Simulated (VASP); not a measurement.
# CuI (F-43m) in VASP: notebook, part 2 of 2

VASP 6.6.1.

## (3) Single point, PBE

This run uses another cell than the first one, of 27.33 Å³/atom.

INCAR reads:

```
ALGO     = Normal         # electronic algorithm
EDIFF    = 1E-6           # SCF threshold, eV
ENCUT    = 520            # plane-wave cutoff, eV
GGA      = PE             # functional
ISIF     = 2              # what is computed and relaxed
ISMEAR   = -1             # smearing method
LASPH    = T              # aspherical terms in the spheres
LCHARG   = F              # write CHGCAR
LREAL    = F              # projectors in reciprocal space
LWAVE    = F              # write WAVECAR
NBANDS   = 16             # bands
NELM     = 80             # most SCF steps
PREC     = Accurate       # precision mode
SIGMA    = 0.02           # smearing width, eV
```

KPOINTS reads:

```
k-points
0
Gamma
  8 8 8
```

POSCAR reads:

```
CuI
1.0
    0.0000000000      3.0120291147      3.0120291147
    3.0120291147      0.0000000000      3.0120291147
    3.0120291147      3.0120291147      0.0000000000
Cu I
1 1
Direct
    0.0000000000      0.0000000000      0.0000000000
    0.2500000000      0.2500000000      0.2500000000
```

Potentials or basis: VASP PAW PBE potentials, release 64 (Cu, I).

On the command line:

```console
cat potpaw_PBE.64/Cu/POTCAR potpaw_PBE.64/I/POTCAR > POTCAR
mpirun -np 1 vasp_std > vasp.out
```

Wall time 17 s (1 thread of Intel Xeon Platinum 8259CL at 2.50GHz (Skylake/Cascade Lake), shared host); peak memory 0.18 GiB.

It converged, with:

| Property | Result |
| --- | --- |
| Free energy | -5.5568 eV |
| Pressure | 1.1 GPa |
| Band gap on the k mesh | 1.20 eV |

Levels at points of the mesh, in eV from the valence-band top:
| k point | band 6 | band 7 | band 8 | band 9 | band 10 | band 11 | band 12 | band 13 |
| --- | --- | --- | --- | --- | --- | --- | --- | --- |
| (0.00, 0.00, 0.00) | -1.93 | 0.00 | 0.00 | 0.00 | 1.20 | 4.85 | 4.85 | 4.85 |
| (0.50, 0.00, 0.00) | -1.90 | -1.86 | -0.74 | -0.74 | 2.17 | 5.39 | 5.39 | 7.44 |
| (0.50, 0.50, 0.00) | -1.87 | -1.84 | -1.56 | -1.56 | 2.68 | 2.90 | 9.32 | 9.86 |

Caveat: spin-orbit coupling is left out, which moves the levels of the heavy elements.

## (4) Single point, r2SCAN (strain -2.0%)

POSCAR reads:

```
CuI
1.0
    0.0000000000      2.9517885324      2.9517885324
    2.9517885324      0.0000000000      2.9517885324
    2.9517885324      2.9517885324      0.0000000000
Cu I
1 1
Direct
    0.0000000000      0.0000000000      0.0000000000
    0.2500000000      0.2500000000      0.2500000000
```

INCAR.step1 reads:

```
SYSTEM = CuI
PREC = Accurate
ENCUT = 520
ISMEAR = 0
SIGMA = 0.01
LREAL = .False.
LASPH = .True.
NELM = 60
NBANDS = 16
GGA = PE
ALGO = Normal
EDIFF = 1E-4
LWAVE = .True.
LCHARG = .False.
```

INCAR.step2 reads:

```
SYSTEM = CuI
PREC = Accurate
ENCUT = 520
EDIFF = 1E-7
ISMEAR = 0
SIGMA = 0.01
LREAL = .False.
LASPH = .True.
NELM = 60
ALGO = Normal
ISIF = 2
LWAVE = .False.
LCHARG = .False.
METAGGA = R2SCAN
LMIXTAU = .True.
NBANDS = 16
ISTART = 1
```

KPOINTS reads:

```
regular mesh
0
Gamma
  8 8 8
  0 0 0
```

Potentials or basis: VASP PAW PBE potentials, release 64 (Cu, I).

On the command line:

```console
cat potpaw_PBE.64/Cu/POTCAR potpaw_PBE.64/I/POTCAR > POTCAR
cp INCAR.step1 INCAR
mpirun -np 1 vasp_std > vasp.out
cp INCAR.step2 INCAR
mpirun -np 1 vasp_std > vasp.out
```

OUTCAR:

```text
SYSTEM = CuI
   PREC = Accurate
   ENCUT = 520
   EDIFF = 1E-7
   ISMEAR = 0
   LREAL = .False.
   LASPH = .True.
   NELM = 60
   ISIF = 2
   METAGGA = R2SCAN
   ISTART = 1

 ion  position               nearest neighbor table
   1  0.000  0.000  0.000-   2 2.56   2 2.56   2 2.56   2 2.56
   2  0.250  0.250  0.250-   1 2.56   1 2.56   1 2.56   1 2.56

  LATTYP: Found a face centered cubic cell.
 ALAT       =     5.9035770648

  Lattice vectors:

 A1 = (   0.0000000000,   2.9517885324,   2.9517885324)
 A2 = (   2.9517885324,   0.0000000000,   2.9517885324)
 A3 = (   2.9517885324,   2.9517885324,   0.0000000000)
[... 625 lines left out ...]
      5       2.8826      2.00000
      6       2.9780      2.00000
[... 8 lines left out ...]
     15      16.5812      0.00000
     16      17.3719      0.00000

 [... further k-points ...]
[... 5 lines left out ...]
  --------------------------------------------------------------------------------------
  -------------------------------------------------------------------------------------
  Total        0.9708884      0.9708884      0.9708884      0.0000000      0.0000000      0.0000000
  in kB       30.2408642     30.2408642     30.2408642      0.0000000      0.0000000      0.0000000
  external PRESSURE =      30.2408642 kB  Pullay stress =       0.0000000 kB

 VOLUME and BASIS-vectors are now :
 -----------------------------------------------------------------------------
  energy-cutoff  :      520.00
  volume of cell :       51.44
      direct lattice vectors                 reciprocal lattice vectors
     0.000000000  2.951788532  2.951788532    -0.169388828  0.169388828  0.169388828
     2.951788532  0.000000000  2.951788532     0.169388828 -0.169388828  0.169388828
     2.951788532  2.951788532  0.000000000     0.169388828  0.169388828 -0.169388828

 POSITION                                       TOTAL-FORCE (eV/Angst)
 -----------------------------------------------------------------------------------
      0.00000      0.00000      0.00000         0.000000      0.000000      0.000000
      1.47589      1.47589      1.47589        -0.000000     -0.000000     -0.000000
 -----------------------------------------------------------------------------------
    total drift:                                0.000017      0.000017      0.000017

  FREE ENERGIE OF THE ION-ELECTRON SYSTEM (eV)
  ---------------------------------------------------
  free  energy   TOTEN  =       -35.7665452132 eV

  energy  without entropy=      -35.7665452132  energy(sigma->0) =      -35.76654521
```

It took 76 s on 1 thread of Intel Xeon Platinum 8259CL at 2.50GHz (Skylake/Cascade Lake), shared host; peak memory 0.19 GiB.

What came out:

```yaml
Free_energy: -35.7665 eV
Pressure: 3.0 GPa
Band_gap_on_the_k_mesh: 1.86 eV
```

Levels at points of the mesh, in eV from the valence-band top:
```tsv
k point	band 6	band 7	band 8	band 9	band 10	band 11	band 12	band 13
(0.00, 0.00, 0.00)	-2.20	0.00	0.00	0.00	1.86	5.14	5.14	5.14
(0.50, 0.00, 0.00)	-2.16	-2.12	-0.85	-0.85	2.62	5.68	5.68	7.85
(0.50, 0.50, 0.00)	-2.10	-2.09	-1.80	-1.80	2.78	3.12	10.43	10.84
```

Caveat: the cell differs from its parent crystal (strain -2.0%); the cell stands under pressure; the PAW data sets were made with another functional, which shifts forces and pressure a little; spin-orbit coupling is left out, which moves the levels of the heavy elements.

## (5) Single point, r2SCAN

This run uses another cell than the first one, of 27.33 Å³/atom.

POSCAR reads:

```
CuI
1.0
    0.0000000000      3.0120291147      3.0120291147
    3.0120291147      0.0000000000      3.0120291147
    3.0120291147      3.0120291147      0.0000000000
Cu I
1 1
Direct
    0.0000000000      0.0000000000      0.0000000000
    0.2500000000      0.2500000000      0.2500000000
```

Edit INCAR.step1 of step 4 so:

```diff
@@ -7,3 +7,3 @@
 LASPH = .True.
-NELM = 60
+NELM = 100
 NBANDS = 16
```

Edit INCAR.step2 of step 4 so:

```diff
@@ -3,3 +3,3 @@
 ENCUT = 520
-EDIFF = 1E-7
+EDIFF = 1E-6
 ISMEAR = 0
@@ -8,3 +8,3 @@
 LASPH = .True.
-NELM = 60
+NELM = 100
 ALGO = Normal
```

KPOINTS is that of step 4.

On the command line:

```console
cat potpaw_PBE.64/Cu/POTCAR potpaw_PBE.64/I/POTCAR > POTCAR
cp INCAR.step1 INCAR
mpirun -np 1 vasp_std > vasp.out
cp INCAR.step2 INCAR
mpirun -np 1 vasp_std > vasp.out
```

Wall time 60 s (1 thread of Intel Xeon Platinum 8259CL at 2.50GHz (Skylake/Cascade Lake), shared host); peak memory 0.19 GiB.

The run converged. Its results:

| Quantity | Value |
| --- | --- |
| Free energy | -35.7955 eV |
| Pressure | -0.1 GPa |
| Band gap on the k mesh | 1.67 eV |

Levels at points of the mesh, in eV from the valence-band top:
```tsv
k point	band 5	band 6	band 7	band 8	band 9	band 10	band 11	band 12	band 13	band 14
(0.00, 0.00, 0.00)	-1.92	-1.92	0.00	0.00	0.00	1.67	5.22	5.22	5.22	8.68
(0.50, 0.00, 0.00)	-1.89	-1.89	-1.85	-0.74	-0.74	2.57	5.73	5.73	7.75	9.76
(0.50, 0.50, 0.00)	-1.96	-1.84	-1.82	-1.57	-1.57	2.90	3.17	9.94	10.51	10.51
```

Caveat: the PAW data sets were made with another functional, which shifts forces and pressure a little; spin-orbit coupling is left out, which moves the levels of the heavy elements.

## (6) The runs side by side

```tsv
level	cell	smearing	gap on the mesh (eV)	pressure (GPa)
PBE	a = 4.174 Å, angles 60.0°, 2 atoms	fermi-dirac 0.02 eV	1.37	4.4
PBE	a = 4.260 Å, angles 60.0°, 2 atoms	fermi-dirac 0.02 eV	1.20	1.1
r2SCAN	a = 4.174 Å, angles 60.0°, 2 atoms	gaussian 0.01 eV	1.86	3.0
r2SCAN	a = 4.260 Å, angles 60.0°, 2 atoms	gaussian 0.01 eV	1.67	-0.1
```

Alike in all rows: task single point; potentials or basis VASP PAW PBE potentials, release 64 (Cu, I); no spin polarisation; k mesh 8 × 8 × 8; cutoff (eV) 520.

Caveats: spin-orbit coupling is left out, which moves the levels of the heavy elements; the cell stands under pressure (at least some runs); the PAW data sets were made with another functional, which shifts forces and pressure a little (at least some runs).

Absolute energies hang on the potentials; compare differences alone.
